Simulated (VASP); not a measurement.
# ZrC (R-3m) in VASP: single point with PBEsol

Aim: the single point of ZrC with PBEsol.

All numbers are computed with VASP 6.6.1; they aren't measurements. Logs are shortened: lines on timing, memory, paths and dates and some standing lists are left out, and cuts for length are marked.

## 1. The cell of the first run

The structure is trigonal, space group R-3m (No. 166). The conventional cell has a = 3.183 Å, b = 3.183 Å, c = 8.264 Å, α = 90.00°, β = 90.00°, γ = 120.00°. Within 3.0 Å of Zr (site symmetry -3m) lie 6 C at 2.30 Å. Within 3.0 Å of C (site symmetry -3m) lie 6 Zr at 2.30 Å.

## 2. Single point, PBEsol

INCAR

```
  PREC = Accurate
  ENCUT = 520
  EDIFF = 1E-7
  ISMEAR = 0
  SIGMA = 0.1
  LREAL = False
  LASPH = True
  NELM = 60
  ALGO = Normal
  ISIF = 2
  LWAVE = False
  LCHARG = False
  GGA = PS
  NBANDS = 15
```

KPOINTS

```
Automatic mesh
0
Gamma
  12 12 12
```

POSCAR

```
ZrC
1.0
    3.1830776023      0.0000000000      0.0000000000
   -1.5915388012      2.7566260658      0.0000000000
    1.5915388012      0.9188753553      2.7546562128
Zr C
1 1
Direct
    0.0000000000      0.0000000000      0.0000000000
    0.0000000000      0.5000000000      0.5000000000
```

Potentials or basis: VASP PAW PBE potentials, release 64 (Zr_sv, C).

Launch:

```bash
$ cat potpaw_PBE.64/Zr_sv/POTCAR potpaw_PBE.64/C/POTCAR > POTCAR
$ mpirun -np 1 vasp_std > vasp.out
```

OUTCAR:

```text
PREC = Accurate
   ENCUT = 520
   EDIFF = 1E-7
   ISMEAR = 0
   LREAL = False
   LASPH = True
   NELM = 60
   ISIF = 2
   GGA = PS

 ion  position               nearest neighbor table
   1  0.000  0.000  0.000-   2 2.30   2 2.30   2 2.30   2 2.30   2 2.30   2 2.30
   2  0.000  0.500  0.500-   1 2.30   1 2.30   1 2.30   1 2.30   1 2.30   1 2.30

  LATTYP: Found a trigonal (rhomboedric) cell.
 ALAT       =     3.3114133727
 COS(alpha) =     0.5380045896

  Lattice vectors:

 A1 = (   0.0000000001,  -1.8377507105,   2.7546562128)
 A2 = (   1.5915388012,   0.9188753553,   2.7546562128)
 A3 = (  -1.5915388011,   0.9188753553,   2.7546562128)

Analysis of symmetry for initial positions (statically):
=====================================================================
 Subroutine PRICEL returns:
 Original cell was already a primitive cell.

 Routine SETGRP: Setting up the symmetry group for a
 trigonal (rhombohedral) supercell.

 Subroutine GETGRP returns: Found 12 space group operations
 (whereof 12 operations were pure point group operations)
 out of a pool of 12 trial point group operations.

The static configuration has the point symmetry D_3d.

Analysis of symmetry for dynamics (positions and initial velocities):
=====================================================================
 Subroutine PRICEL returns:
 Original cell was already a primitive cell.

 Routine SETGRP: Setting up the symmetry group for a
 trigonal (rhombohedral) supercell.

 Subroutine GETGRP returns: Found 12 space group operations
 (whereof 12 operations were pure point group operations)
 out of a pool of 12 trial point group operations.

The dynamic configuration has the point symmetry D_3d.

 Subroutine INISYM returns: Found 12 space group operations
 (whereof 12 operations are pure point group operations),
 and found     1 'primitive' translations

----------------------------------------------------------------------------------------

                                     Primitive cell

  volume of cell :      24.1709

  direct lattice vectors                    reciprocal lattice vectors
     3.183077602  0.000000000  0.000000000     0.314161364  0.181381148 -0.242014471
    -1.591538801  2.756626066  0.000000000     0.000000000  0.362762296 -0.121007236
     1.591538801  0.918875355  2.754656213     0.000000000  0.000000000  0.363021707

  length of vectors
     3.183077602  3.183077602  3.311413373     0.436081973  0.382412388  0.363021707

  position of ions in fractional coordinates (direct lattice)
     0.000000000  0.000000000  0.000000000
     0.000000000  0.500000000  0.500000000

  ion indices of the primitive-cell ions
   primitive index   ion index
                 1           1
                 2           2

----------------------------------------------------------------------------------------

 KPOINTS: Automatic mesh

Automatic generation of k-mesh.
 Grid dimensions read from file:
 generate k-points for:   12   12   12

 Generating k-lattice:

  Cartesian coordinates                     Fractional coordinates (reciprocal lattice)
     0.026180114  0.015115096 -0.020167873     0.083333333 -0.000000000  0.000000000
     0.000000000  0.030230191 -0.010083936     0.000000000  0.083333333  0.000000000
     0.000000000  0.000000000  0.030251809     0.000000000  0.000000000  0.083333333

  Length of vectors
     0.036340164  0.031867699  0.030251809

  Shift w.r.t. Gamma in fractional coordinates (k-lattice)
     0.000000000  0.000000000  0.000000000

 Subroutine IBZKPT returns following result:
 ===========================================

 Found    189 irreducible k-points:

 Following reciprocal coordinates:
            Coordinates               Weight
  0.000000  0.000000  0.000000      1.000000
  0.083333  0.000000 -0.000000      6.000000
  0.166667  0.000000  0.000000      6.000000
  0.250000  0.000000  0.000000      6.000000
  0.333333  0.000000  0.000000      6.000000
  0.416667  0.000000 -0.000000      6.000000
[... 16 lines left out ...]
  0.166667  0.250000  0.000000     12.000000
  0.250000  0.250000  0.000000     12.000000
 [... further k-points ...]
   k-points           NKPTS =    189   k-points in BZ     NKDIM =    189   number of bands    NBANDS=     15
   number of dos      NEDOS =    301   number of ions     NIONS =      2
   total plane-waves  NPLWV =  16128
   dimension x,y,z NGX =    24 NGY =   24 NGZ =   28
   dimension x,y,z NGXF=    48 NGYF=   48 NGZF=   56
   ions per type =               1   1
   NGX,Y,Z   is equivalent  to a cutoff of  12.53, 12.53, 14.06 a.u.
   NGXF,Y,Z  is equivalent  to a cutoff of  25.07, 25.07, 28.11 a.u.
 SYSTEM =  unknown system
   PREC   = accura    normal or accurate (medium, high low for compatibility)
   ISTART =      0    job   : 0-new  1-cont  2-samecut
   ICHARG =      2    charge: 1-file 2-atom 10-const
   ISPIN  =      1    spin polarized calculation?
   LNONCOLLINEAR =      F non collinear calculations
   LSORBIT =      F    spin-orbit coupling
   LASPH  =      T    aspherical Exc in radial PAW
   ENCUT  =  520.0 eV  38.22 Ry    6.18 a.u.   5.92  5.92  6.16*2*pi/ulx,y,z
   NELM   =     60;   NELMIN=  2; NELMDL= -5     # of ELM steps
   EDIFF  = 0.1E-06   stopping-criterion for ELM
   LREAL  =      F    real-space projection
   EDIFFG = 0.1E-05   stopping-criterion for IOM
   NSW    =      0    number of steps for IOM
   IBRION =     -1    ionic relax: 0-MD 1-quasi-New 2-CG
   NFREE  =      0    steps in history (QN), initial steepest desc. (CG)
   ISIF   =      2    stress and relaxation
   ISYM   =      2    0-nonsym 1-usesym 2-fastsym
   POTIM  = 0.5000    time-step for ionic-motion
   TEBEG  =    0.0;   TEEND  =   0.0 temperature during run
   PSTRESS=    0.0 pullay stress
   NELECT =      16.0000    total number of electrons
   NUPDOWN=      -1.0000    fix difference up-down
   EMIN   =  10.00;   EMAX   =-10.00  energy-range for DOS
   EFERMI =   0.00;   METHOD = LEGACY
   ISMEAR =     0;   SIGMA  =   0.10  broadening in eV -4-tet -1-fermi 0-gaus
   EFERMI_NEDOS =   21; number of points for ismear=-14 and -15
   IALGO  =     38    algorithm
   IMIX   =      4    mixing-type and parameters
     AMIX     =   0.40;   BMIX     =  1.00
     AMIX_MAG =   1.60;   BMIX_MAG =  1.00
  volume/ion in A,a.u.               =      12.09        81.56
  Fermi-wavevector in a.u.,A,eV,Ry     =   1.426759  2.696184 27.696586  2.035642
  Thomas-Fermi vector in A             =   2.547002
   LORBIT       =      0    0 simple, 1 ext, 2 COOP (PROOUT), +10 PAW based schemes
   GGA     = PS    functional components
   LHFCALC =     F    Hartree Fock is set to
   AEXX    =    0.0000 exact exchange contribution
   IVDW    =     0    specifies the selected vdW correction
   LEPSILON=     F    determine dielectric tensor
   LRPA    =     F    only Hartree local field effects (RPA)
 non-spin polarized calculation
 Gauss-broadening in eV      SIGMA  =   0.10
  energy-cutoff  :      520.00
  volume of cell :       24.17
 maximum number of plane-waves:       660
   NGX = 11   NGY = 11   NGZ = 13

 number of electron      16.0000000 magnetization

 Free energy of the ion-electron system (eV)
  ---------------------------------------------------
  ext. energy  EPLUGINS =         0.00000000
  ---------------------------------------------------
  free energy    TOTEN  =       -20.45942262 eV

  energy without entropy =      -20.45774600  energy(sigma->0) =      -20.45858431

 E-fermi :  10.3547     XC(G=0): -12.6375

 val. band max:       10.3463011679   @ k =   0.5000   0.0000   0.0000
 cond. band min:      10.4027653765   @ k =  -0.3333   0.0000   0.0833
 fundamental gap:      0.0564642085
 Fermi energy:        10.3546605370

 k-point     1 :       0.0000    0.0000    0.0000
  band No.  band energies     occupation
      1     -37.3762      2.00000
      2     -15.1193      2.00000
      3     -15.0231      2.00000
      4     -15.0231      2.00000
      5      -1.1884      2.00000
      6      10.8666      0.00000
      7      11.0647      0.00000
      8      11.4532      0.00000
      9      11.4532      0.00000
     10      11.6445      0.00000
     11      11.6445      0.00000
     12      13.4048      0.00000
     13      13.4048      0.00000
     14      18.5329      0.00000
     15      20.8911      0.00000

 k-point     2 :       0.0833    0.0000   -0.0000
  band No.  band energies     occupation
      1     -37.3634      2.00000
      2     -15.1607      2.00000
      3     -15.0864      2.00000
      4     -15.0472      2.00000
      5      -0.9540      2.00000
      6       9.6866      2.00000
      7      10.3068      1.50163
      8      10.7141      0.00000
      9      11.1253      0.00000
     10      12.3534      0.00000
     11      12.6915      0.00000
     12      13.5334      0.00000
     13      14.9548      0.00000
     14      19.0188      0.00000
     15      21.5333      0.00000

 k-point     3 :       0.1667    0.0000    0.0000
  band No.  band energies     occupation
      1     -37.3283      2.00000
      2     -15.3349      2.00000
      3     -15.1859      2.00000
      4     -15.1128      2.00000
      5      -0.3743      2.00000
      6       7.8780      2.00000
      7       9.8386      2.00000
      8      10.2526      1.85089
      9      10.4059      0.46857
     10      13.6706      0.00000
     11      13.7168      0.00000
     12      14.2231      0.00000
     13      16.5781      0.00000
     14      20.5481      0.00000
     15      23.1949      0.00000
[... 343 lines left out ...]
 k-point    23 :       0.1667    0.2500    0.0000
  band No.  band energies     occupation
      1     -37.2324      2.00000
      2     -15.9364      2.00000
      3     -15.2742      2.00000
      4     -15.2661      2.00000
      5       1.1420      2.00000
      6       6.1214      2.00000
      7       7.7032      2.00000
      8       8.1460      2.00000
      9      12.2840      0.00000
     10      14.9543      0.00000
     11      16.0463      0.00000
     12      18.1835      0.00000
     13      19.2223      0.00000
     14      21.6171      0.00000
     15      24.7642      0.00000

 k-point    24 :       0.2500    0.2500    0.0000
  band No.  band energies     occupation
      1     -37.2016      2.00000
      2     -15.9537      2.00000
      3     -15.4613      2.00000
      4     -15.3246      2.00000
      5       0.9755      2.00000
      6       6.5580      2.00000
      7       7.8743      2.00000
      8       8.2669      2.00000
      9      12.1085      0.00000
     10      15.3793      0.00000
     11      16.4191      0.00000
     12      18.2741      0.00000
     13      19.4375      0.00000
     14      22.0004      0.00000
     15      24.1280      0.00000

 [... further k-points ...]

------------------------ aborting loop because EDIFF is reached ----------------------------------------

  FORCE on cell =-STRESS in cart. coord.  units (eV):
  Direction    XX          YY          ZZ          XY          YZ          ZX
  --------------------------------------------------------------------------------------
  -------------------------------------------------------------------------------------
  Total        3.1038197      3.1038197      0.0625594     -0.0000000      0.0000000      0.0000000
  in kB      205.7380293    205.7380293      4.1467779     -0.0000000      0.0000000      0.0000000
  external PRESSURE =     138.5409455 kB  Pullay stress =       0.0000000 kB

 VOLUME and BASIS-vectors are now :
 -----------------------------------------------------------------------------
  energy-cutoff  :      520.00
  volume of cell :       24.17
      direct lattice vectors                 reciprocal lattice vectors
     3.183077602  0.000000000  0.000000000     0.314161364  0.181381148 -0.242014471
    -1.591538801  2.756626066  0.000000000     0.000000000  0.362762296 -0.121007236
     1.591538801  0.918875355  2.754656213     0.000000000  0.000000000  0.363021707

 POSITION                                       TOTAL-FORCE (eV/Angst)
 -----------------------------------------------------------------------------------
      0.00000      0.00000      0.00000        -0.000000      0.000000      0.000000
      0.00000      1.83775      1.37733         0.000000     -0.000000      0.000000
 -----------------------------------------------------------------------------------
    total drift:                               -0.000000      0.000000      0.000000

  FREE ENERGIE OF THE ION-ELECTRON SYSTEM (eV)
  ---------------------------------------------------
  free  energy   TOTEN  =       -20.4594226194 eV

  energy  without entropy=      -20.4577459996  energy(sigma->0) =      -20.45858431
```

It used 150 s of CPU time on 1 thread of AMD EPYC 7R13 Processor (Zen 3), on a shared host.

What came out:

```
Free energy            : -20.4594 eV
Pressure               : 13.9 GPa
Band gap on the k mesh : zero (band 8 reaches 11.45 eV, above the bottom of band 9 at 10.14 eV)
```

Stress tensor (GPa, compression positive):
```
20.57  0.00  0.00
 0.00 20.57  0.00
 0.00  0.00  0.41
```

Caveat: the PAW data sets were made with another functional, which shifts forces and pressure a little.
